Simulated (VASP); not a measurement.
# GdO (F-43m) in VASP: a series of runs

GdO is run at these levels: LDA; tasks: single point, relaxation of cell and atoms.

Program: VASP 6.6.1. These are calculated values, not measurements. Logs are shortened: lines on timing, memory, paths and dates and some standing lists are left out, and cuts for length are marked.

## (1) The cell of the first run

Symmetry: F-43m, No. 216, cubic system. The conventional cell has a = 5.253 Å, b = 5.253 Å, c = 5.253 Å, α = 90.00°, β = 90.00°, γ = 90.00°. Within 3.0 Å of Gd (site symmetry -43m) lie 4 O at 2.27 Å. O (site symmetry -43m) has 4 Gd at 2.27 Å within 3.0 Å.

## (2) Single point, LDA, collinear spin, ferromagnetic start

INCAR

```
SYSTEM = GdO
PREC = Accurate
ENCUT = 520
EDIFF = 1E-7
ISMEAR = -1
SIGMA = 0.1
LREAL = .False.
LASPH = .True.
NELM = 150
ALGO = Normal
ISIF = 2
LWAVE = .False.
LCHARG = .True.
ISPIN = 2
MAGMOM = 7 0
LORBIT = 11
LMAXMIX = 6
GGA = CA
LELF = .True.
LVHAR = .True.
NBANDS = 23
```

KPOINTS

```
Automatic mesh
0
Gamma
  9 9 9
  0 0 0
```

POSCAR

```
GdO
1.0
    0.0000000000      2.6266803585      2.6266803585
    2.6266803585      0.0000000000      2.6266803585
    2.6266803585      2.6266803585      0.0000000000
Gd O
1 1
Direct
    0.0000000000      0.0000000000      0.0000000000
    0.2500000000      0.2500000000      0.2500000000
```

Potentials or basis: VASP PAW PBE potentials, release 64 (Gd, O).

On the command line:

```
$ cat potpaw_PBE.64/Gd/POTCAR potpaw_PBE.64/O/POTCAR > POTCAR
$ mpirun -np 1 vasp_std > vasp.out
```

OUTCAR:

```text
SYSTEM = GdO
   PREC = Accurate
   ENCUT = 520
   EDIFF = 1E-7
   ISMEAR = -1
   LREAL = .False.
   LASPH = .True.
   NELM = 150
   ISIF = 2
   ISPIN = 2
   LORBIT = 11
   GGA = CA

 ion  position               nearest neighbor table
   1  0.000  0.000  0.000-   2 2.27   2 2.27   2 2.27   2 2.27
   2  0.250  0.250  0.250-   1 2.27   1 2.27   1 2.27   1 2.27

  LATTYP: Found a face centered cubic cell.
 ALAT       =     5.2533607170

  Lattice vectors:

 A1 = (   0.0000000000,   2.6266803585,   2.6266803585)
 A2 = (   2.6266803585,   0.0000000000,   2.6266803585)
 A3 = (   2.6266803585,   2.6266803585,   0.0000000000)

Analysis of symmetry for initial positions (statically):
=====================================================================
 Subroutine PRICEL returns:
 Original cell was already a primitive cell.

 Routine SETGRP: Setting up the symmetry group for a
 face centered cubic supercell.

 Subroutine GETGRP returns: Found 24 space group operations
 (whereof 24 operations were pure point group operations)
 out of a pool of 48 trial point group operations.

The static configuration has the point symmetry T_d .

Analysis of symmetry for dynamics (positions and initial velocities):
=====================================================================
 Subroutine PRICEL returns:
 Original cell was already a primitive cell.

 Routine SETGRP: Setting up the symmetry group for a
 face centered cubic supercell.

 Subroutine GETGRP returns: Found 24 space group operations
 (whereof 24 operations were pure point group operations)
 out of a pool of 48 trial point group operations.

The dynamic configuration has the point symmetry T_d .

Analysis of structural, dynamic, and magnetic symmetry:
=====================================================================
 Subroutine PRICEL returns:
 Original cell was already a primitive cell.

 Routine SETGRP: Setting up the symmetry group for a
 face centered cubic supercell.

 Subroutine GETGRP returns: Found 24 space group operations
 (whereof 24 operations were pure point group operations)
 out of a pool of 48 trial point group operations.

The overall configuration has the point symmetry T_d .

 Subroutine INISYM returns: Found 24 space group operations
 (whereof 24 operations are pure point group operations),
 and found     1 'primitive' translations

----------------------------------------------------------------------------------------

                                     Primitive cell

  volume of cell :      36.2453

  direct lattice vectors                    reciprocal lattice vectors
     0.000000000  2.626680358  2.626680358    -0.190354338  0.190354338  0.190354338
     2.626680358  0.000000000  2.626680358     0.190354338 -0.190354338  0.190354338
     2.626680358  2.626680358  0.000000000     0.190354338  0.190354338 -0.190354338

  length of vectors
     3.714686987  3.714686987  3.714686987     0.329703384  0.329703384  0.329703384

  position of ions in fractional coordinates (direct lattice)
     0.000000000  0.000000000  0.000000000
     0.250000000  0.250000000  0.250000000

  ion indices of the primitive-cell ions
   primitive index   ion index
                 1           1
                 2           2

----------------------------------------------------------------------------------------

 KPOINTS: Automatic mesh

Automatic generation of k-mesh.
 Grid dimensions read from file:
 generate k-points for:    9    9    9

 Generating k-lattice:

  Cartesian coordinates                     Fractional coordinates (reciprocal lattice)
    -0.021150482  0.021150482  0.021150482     0.111111111  0.000000000  0.000000000
     0.021150482 -0.021150482  0.021150482     0.000000000  0.111111111  0.000000000
     0.021150482  0.021150482 -0.021150482     0.000000000  0.000000000  0.111111111

  Length of vectors
     0.036633709  0.036633709  0.036633709

  Shift w.r.t. Gamma in fractional coordinates (k-lattice)
     0.000000000  0.000000000  0.000000000

 Subroutine IBZKPT returns following result:
 ===========================================

 Found     35 irreducible k-points:

 Following reciprocal coordinates:
            Coordinates               Weight
  0.000000  0.000000  0.000000      1.000000
  0.111111  0.000000  0.000000      8.000000
  0.222222  0.000000  0.000000      8.000000
  0.333333  0.000000  0.000000      8.000000
  0.444444  0.000000  0.000000      8.000000
  0.111111  0.111111  0.000000      6.000000
[... 16 lines left out ...]
 -0.333333  0.333333  0.000000     12.000000
  0.444444  0.444444  0.000000      6.000000
 [... further k-points ...]
   k-points           NKPTS =     35   k-points in BZ     NKDIM =     35   number of bands    NBANDS=     23
   number of dos      NEDOS =    301   number of ions     NIONS =      2
   total plane-waves  NPLWV =  21952
   dimension x,y,z NGX =    28 NGY =   28 NGZ =   28
   dimension x,y,z NGXF=    56 NGYF=   56 NGZF=   56
   ions per type =               1   1
   NGX,Y,Z   is equivalent  to a cutoff of  12.53, 12.53, 12.53 a.u.
   NGXF,Y,Z  is equivalent  to a cutoff of  25.06, 25.06, 25.06 a.u.
 SYSTEM =  GdO
   PREC   = accura    normal or accurate (medium, high low for compatibility)
   ISTART =      0    job   : 0-new  1-cont  2-samecut
   ICHARG =      2    charge: 1-file 2-atom 10-const
   ISPIN  =      2    spin polarized calculation?
   LNONCOLLINEAR =      F non collinear calculations
   LSORBIT =      F    spin-orbit coupling
   LASPH  =      T    aspherical Exc in radial PAW
   ENCUT  =  520.0 eV  38.22 Ry    6.18 a.u.   6.91  6.91  6.91*2*pi/ulx,y,z
   NELM   =    150;   NELMIN=  2; NELMDL= -5     # of ELM steps
   EDIFF  = 0.1E-06   stopping-criterion for ELM
   LREAL  =      F    real-space projection
   EDIFFG = 0.1E-05   stopping-criterion for IOM
   NSW    =      0    number of steps for IOM
   IBRION =     -1    ionic relax: 0-MD 1-quasi-New 2-CG
   NFREE  =      0    steps in history (QN), initial steepest desc. (CG)
   ISIF   =      2    stress and relaxation
   ISYM   =      2    0-nonsym 1-usesym 2-fastsym
   POTIM  = 0.5000    time-step for ionic-motion
   TEBEG  =    0.0;   TEEND  =   0.0 temperature during run
   PSTRESS=    0.0 pullay stress
   NELECT =      24.0000    total number of electrons
   NUPDOWN=      -1.0000    fix difference up-down
   EMIN   =  10.00;   EMAX   =-10.00  energy-range for DOS
   EFERMI =   0.00;   METHOD = LEGACY
   ISMEAR =    -1;   SIGMA  =   0.10  broadening in eV -4-tet -1-fermi 0-gaus
   EFERMI_NEDOS =   21; number of points for ismear=-14 and -15
   IALGO  =     38    algorithm
   IMIX   =      4    mixing-type and parameters
     AMIX     =   0.40;   BMIX     =  1.00
     AMIX_MAG =   1.60;   BMIX_MAG =  1.00
  volume/ion in A,a.u.               =      18.12       122.30
  Fermi-wavevector in a.u.,A,eV,Ry     =   1.426904  2.696457 27.702202  2.036054
  Thomas-Fermi vector in A             =   2.547131
   LORBIT       =     11    0 simple, 1 ext, 2 COOP (PROOUT), +10 PAW based schemes
   GGA     = CA    functional components
   LHFCALC =     F    Hartree Fock is set to
   AEXX    =    0.0000 exact exchange contribution
   IVDW    =     0    specifies the selected vdW correction
   LEPSILON=     F    determine dielectric tensor
   LRPA    =     F    only Hartree local field effects (RPA)
 spin polarized calculation
  energy-cutoff  :      520.00
  volume of cell :       36.25
 maximum number of plane-waves:       986
   NGX = 13   NGY = 13   NGZ = 13

 number of electron      24.0000013 magnetization       6.8182351

 Free energy of the ion-electron system (eV)
  ---------------------------------------------------
  ext. energy  EPLUGINS =         0.00000000
  ---------------------------------------------------
  free energy    TOTEN  =       -23.02341288 eV

  energy without entropy =      -22.93604731  energy(sigma->0) =      -22.97973009

 E-fermi :   4.2617     XC(G=0): -10.9333

 val. band max:        4.2597709380   @ k =   0.4444   0.3333   0.0000
 cond. band min:       4.2684322219   @ k =  -0.4444   0.3333   0.0000
 fundamental gap:      0.0086612839
 Fermi energy:         4.2617401551

 spin component 1

 k-point     1 :       0.0000    0.0000    0.0000
  band No.  band energies     occupation
      1     -40.3715      1.00000
      2     -17.8403      1.00000
      3     -17.8403      1.00000
      4     -17.8403      1.00000
      5     -15.2753      1.00000
      6      -2.0344      1.00000
[... 15 lines left out ...]
     22      16.3588      0.00000
     23      16.5242      0.00000

 k-point     2 :       0.1111    0.0000    0.0000
  band No.  band energies     occupation
      1     -40.3642      1.00000
      2     -18.0677      1.00000
      3     -17.8537      1.00000
      4     -17.8537      1.00000
      5     -15.0693      1.00000
      6      -2.0855      1.00000
[... 564 lines left out ...]
 k-point    24 :       0.4444    0.4444    0.0000
  band No.  band energies     occupation
      1     -40.2913      1.00000
      2     -19.3070      1.00000
      3     -18.1210      1.00000
      4     -18.1210      1.00000
      5     -13.8364      1.00000
      6      -2.5980      1.00000
[... 15 lines left out ...]
     22      14.8099      0.00000
     23      15.4992      0.00000

 [... further k-points ...]

 spin component 2

 k-point     1 :       0.0000    0.0000    0.0000
  band No.  band energies     occupation
      1     -37.6350      1.00000
      2     -15.8028      1.00000
      3     -15.8028      1.00000
      4     -15.8028      1.00000
      5     -15.2580      1.00000
      6      -1.8329      1.00000
[... 15 lines left out ...]
     22      16.5530      0.00000
     23      17.0489      0.00000

 k-point     2 :       0.1111    0.0000    0.0000
  band No.  band energies     occupation
      1     -37.6254      1.00000
      2     -16.3730      1.00000
      3     -15.8200      1.00000
      4     -15.8200      1.00000
      5     -14.7239      1.00000
      6      -1.8813      1.00000
[... 564 lines left out ...]
 k-point    24 :       0.4444    0.4444    0.0000
  band No.  band energies     occupation
      1     -37.5291      1.00000
      2     -18.0640      1.00000
      3     -16.1604      1.00000
      4     -16.1604      1.00000
      5     -13.1125      1.00000
      6      -2.4043      1.00000
[... 15 lines left out ...]
     22      15.6369      0.00000
     23      16.0460      0.00000

 [... further k-points ...]
[... 5 lines left out ...]
  --------------------------------------------------------------------------------------
  -------------------------------------------------------------------------------------
  Total        0.1112192      0.1112192      0.1112192      0.0000000      0.0000000      0.0000000
  in kB        4.9163022      4.9163022      4.9163022      0.0000000      0.0000000      0.0000000
  external PRESSURE =       4.9163022 kB  Pullay stress =       0.0000000 kB

 VOLUME and BASIS-vectors are now :
 -----------------------------------------------------------------------------
  energy-cutoff  :      520.00
  volume of cell :       36.25
      direct lattice vectors                 reciprocal lattice vectors
     0.000000000  2.626680358  2.626680358    -0.190354338  0.190354338  0.190354338
     2.626680358  0.000000000  2.626680358     0.190354338 -0.190354338  0.190354338
     2.626680358  2.626680358  0.000000000     0.190354338  0.190354338 -0.190354338

 POSITION                                       TOTAL-FORCE (eV/Angst)
 -----------------------------------------------------------------------------------
      0.00000      0.00000      0.00000         0.000000      0.000000      0.000000
      1.31334      1.31334      1.31334        -0.000000     -0.000000     -0.000000
 -----------------------------------------------------------------------------------
    total drift:                               -0.000000     -0.000000     -0.000000

  FREE ENERGIE OF THE ION-ELECTRON SYSTEM (eV)
  ---------------------------------------------------
  free  energy   TOTEN  =       -23.0234128785 eV

  energy  without entropy=      -22.9360473096  energy(sigma->0) =      -22.97973009

 total charge

# of ion       s       p       d       f       tot
--------------------------------------------------
    1        2.032   5.609   0.505   7.152  15.299
    2        1.560   3.431   0.000   0.000   4.991
--------------------------------------------------
tot          3.592   9.040   0.505   7.152  20.290

 magnetization (x)

# of ion       s       p       d       f       tot
--------------------------------------------------
    1       -0.004  -0.052   0.076   6.611   6.630
    2       -0.003  -0.045   0.000   0.000  -0.048
--------------------------------------------------
tot         -0.007  -0.097   0.076   6.611   6.582
```

It took 55 s on 1 thread of Intel Xeon Platinum 8559C (Emerald Rapids), shared host; peak memory 0.19 GiB.

Results:

| Property | Result |
| --- | --- |
| Free energy | -23.0234 eV |
| Pressure | 0.5 GPa |
| Net moment | 6.82 μB per cell |
| Site moments | Gd +6.63; O -0.05 μB |
| Valence electrons inside the program's atomic spheres | Gd 15.30; O 4.99 |

Caveat: the PAW data sets were made with another functional, which shifts forces and pressure a little; spin-orbit coupling is left out, which moves the levels of the heavy elements; a cell with one magnetic atom can't hold antiferromagnetic order, which such compounds often take; semilocal functionals describe open f shells poorly, which spoils levels, moments and volumes. With open d or f shells a metallic result of LDA can be an artefact of self-interaction; +U or a hybrid may open a gap.

## (3) Relaxation of cell and atoms, LDA, collinear spin, ferromagnetic start

This run uses another cell than the first one, of 19.68 Å³/atom.

INCAR

```
PREC = Accurate
ENCUT = 600
EDIFF = 1E-6
ISMEAR = -1
SIGMA = 0.1
LREAL = F
LASPH = T
NELM = 150
ALGO = Normal
ISIF = 3
LWAVE = F
LCHARG = F
ISPIN = 2
MAGMOM = 7 0
LORBIT = 11
LMAXMIX = 6
GGA = CA
IBRION = 2
NSW = 80
EDIFFG = -0.05
```

KPOINTS

```
Automatic mesh
0
Gamma
  9 9 9
```

POSCAR

```
GdO
1.0
    0.0000000000      2.7000000000      2.7000000000
    2.7000000000      0.0000000000      2.7000000000
    2.7000000000      2.7000000000      0.0000000000
Gd O
1 1
Direct
    0.0000000000      0.0000000000      0.0000000000
    0.2500000000      0.2500000000      0.2500000000
```

Potentials or basis: VASP PAW PBE potentials, release 64 (Gd, O).

On the command line:

```
$ cat potpaw_PBE.64/Gd/POTCAR potpaw_PBE.64/O/POTCAR > POTCAR
$ mpirun -np 1 vasp_std > vasp.out
```

It took 3.2 min on 1 thread of Intel Xeon Platinum 8559C (Emerald Rapids), shared host; peak memory 0.22 GiB.

The run converged. Its results:

- Free energy: -23.0300 eV
- Relaxed volume: 18.19 Å³/atom
- Relaxed cell: a = 3.719 Å, b = 3.719 Å, c = 3.719 Å, α = 60.00°, β = 60.00°, γ = 60.00°
- Space group after relaxing (to 0.1 Å): F-43m (No. 216)
- Energy gained by relaxing: 36.9 meV/atom
- Ionic steps: 3
- Pressure after relaxing: 0.0 GPa
- Net moment: 6.82 μB per cell
- Site moments: Gd +6.63; O -0.05 μB
- Valence electrons inside the program's atomic spheres: Gd 15.30; O 4.99

The path:
| step | energy change (eV) | largest force (eV/Å) | pressure (GPa) | volume (Å³) |
| --- | --- | --- | --- | --- |
| 1 | 0.0000 | 0.0000 | -7.32 | 39.37 |
| 2 | -0.0366 | 0.0000 | 6.59 | 34.46 |
| 3 | -0.0738 | 0.0000 | 0.00 | 36.37 |

Final structure:
```cif
data_structure
_symmetry_space_group_name_H-M 'P 1'
_symmetry_Int_Tables_number 1
_cell_length_a 3.7190
_cell_length_b 3.7190
_cell_length_c 3.7190
_cell_angle_alpha 60.000
_cell_angle_beta 60.000
_cell_angle_gamma 60.000
_cell_volume 36.37
loop_
_atom_site_label
_atom_site_type_symbol
_atom_site_fract_x
_atom_site_fract_y
_atom_site_fract_z
_atom_site_occupancy
Gd1 Gd 0.00000 0.00000 0.00000 1
O1 O 0.25000 0.25000 0.25000 1
```

Levels at points of the mesh, in eV from the Fermi level:
Spin up:
```csv
k point,band 11,band 12,band 13,band 14,band 15,band 16,band 17,band 18,band 19,band 20
"(0.00, 0.00, 0.00)",-3.90,-3.90,-3.86,-3.86,-3.86,-1.59,2.84,2.84,5.15,5.15
```
Spin down:
| k point | band 7 | band 8 | band 9 | band 10 | band 11 | band 12 |
| --- | --- | --- | --- | --- | --- | --- |
| (0.00, 0.00, 0.00) | -6.08 | -6.08 | -1.96 | 0.63 | 0.63 | 0.63 |

Caveat: the PAW data sets were made with another functional, which shifts forces and pressure a little; spin-orbit coupling is left out, which moves the levels of the heavy elements; a cell with one magnetic atom can't hold antiferromagnetic order, which such compounds often take; semilocal functionals describe open f shells poorly, which spoils levels, moments and volumes. With open d or f shells a metallic result of LDA can be an artefact of self-interaction; +U or a hybrid may open a gap.

## (4) Relaxation of cell and atoms, LDA, collinear spin, ferromagnetic start, target pressure 2 GPa, at which the enthalpy is minimised

This run uses another cell than the first one, of 19.68 Å³/atom.

INCAR

```
PREC = Accurate ; ENCUT = 600
EDIFF = 1E-6 ; ISMEAR = -1
SIGMA = 0.1 ; LREAL = F
LASPH = T ; NELM = 150
ALGO = Normal ; ISIF = 3
LWAVE = F ; LCHARG = F
ISPIN = 2 ; MAGMOM = 7 0
LORBIT = 11 ; LMAXMIX = 6
GGA = CA ; IBRION = 2
NSW = 80 ; EDIFFG = -0.05
PSTRESS = 20.0
```

KPOINTS is that of step 3.

POSCAR is that of step 3.

On the command line:

```
$ cat potpaw_PBE.64/Gd/POTCAR potpaw_PBE.64/O/POTCAR > POTCAR
$ mpirun -np 1 vasp_std > vasp.out
```

It took 6.1 min on 1 thread of Intel Xeon Platinum 8559C (Emerald Rapids), shared host; peak memory 0.23 GiB.

It converged, with:

- Free energy: -23.0266 eV
- Relaxed volume: 17.88 Å³/atom
- Relaxed cell: a = 3.698 Å, b = 3.698 Å, c = 3.698 Å, α = 60.00°, β = 60.00°, γ = 60.00°
- Space group after relaxing (to 0.1 Å): F-43m (No. 216)
- Energy change on relaxing (the run minimises the enthalpy): -35.2 meV/atom
- Ionic steps: 4
- Pressure after relaxing: 1.8 GPa
- Net moment: -6.81 μB per cell
- Site moments: Gd -6.63; O +0.05 μB
- Valence electrons inside the program's atomic spheres: Gd 15.31; O 5.00

The path:
```tsv
step	energy change (eV)	largest force (eV/Å)	pressure (GPa)	volume (Å³)
1	0.0000	0.0000	-7.32	39.37
2	5.4311	0.0000	7.64	33.20
3	-0.0604	0.0000	3.70	35.20
4	-0.0704	0.0000	1.77	35.77
```

Final structure:
```
Gd O
1.0
     0.00000    2.61515    2.61515
     2.61515    0.00000    2.61515
     2.61515    2.61515    0.00000
Gd O
1 1
Direct
  0.00000 0.00000 0.00000
  0.25000 0.25000 0.25000
```

Levels at points of the mesh, in eV from the Fermi level:
Spin up:
```tsv
k point	band 7	band 8	band 9	band 10	band 11	band 12
(0.00, 0.00, 0.00)	-6.17	-6.17	-1.96	0.65	0.65	0.65
```
Spin down:
```
           k point  band 11  band 12  band 13  band 14  band 15  band 16  band 17  band 18  band 19  band 20
(0.00, 0.00, 0.00)    -3.88    -3.88    -3.84    -3.84    -3.84    -1.55     2.87     2.87     5.23     5.23
```

Caveat: the cell is relaxed towards a set pressure, so the run minimises the enthalpy, not the energy; the PAW data sets were made with another functional, which shifts forces and pressure a little; spin-orbit coupling is left out, which moves the levels of the heavy elements; a cell with one magnetic atom can't hold antiferromagnetic order, which such compounds often take; semilocal functionals describe open f shells poorly, which spoils levels, moments and volumes.

## (5) The runs side by side

```tsv
task	cell	cutoff (eV)	gap on the mesh (eV)	pressure (GPa)	moment (μB)
single point	a = 3.715 Å, angles 60.0°, 2 atoms	520	none	0.5	6.82
relaxation of cell and atoms	relaxed from a = 3.818 Å, angles 60.0°, 2 atoms	600	none	0.0	6.82
relaxation of cell and atoms	relaxed to 2 GPa from a = 3.818 Å, angles 60.0°, 2 atoms	600	none	1.8	6.81
```

Alike in all rows: level LDA; potentials or basis VASP PAW PBE potentials, release 64 (Gd, O); spin collinear, ferromagnetic start; k mesh 9 × 9 × 9; smearing fermi-dirac 0.1 eV.

Caveats: the PAW data sets were made with another functional, which shifts forces and pressure a little; spin-orbit coupling is left out, which moves the levels of the heavy elements; a cell with one magnetic atom can't hold antiferromagnetic order, which such compounds often take; semilocal functionals describe open f shells poorly, which spoils levels, moments and volumes; the cell is relaxed towards a set pressure, so the run minimises the enthalpy, not the energy (at least some runs).

Total energies depend on the potentials used, so only differences within one code and one set of settings carry meaning.
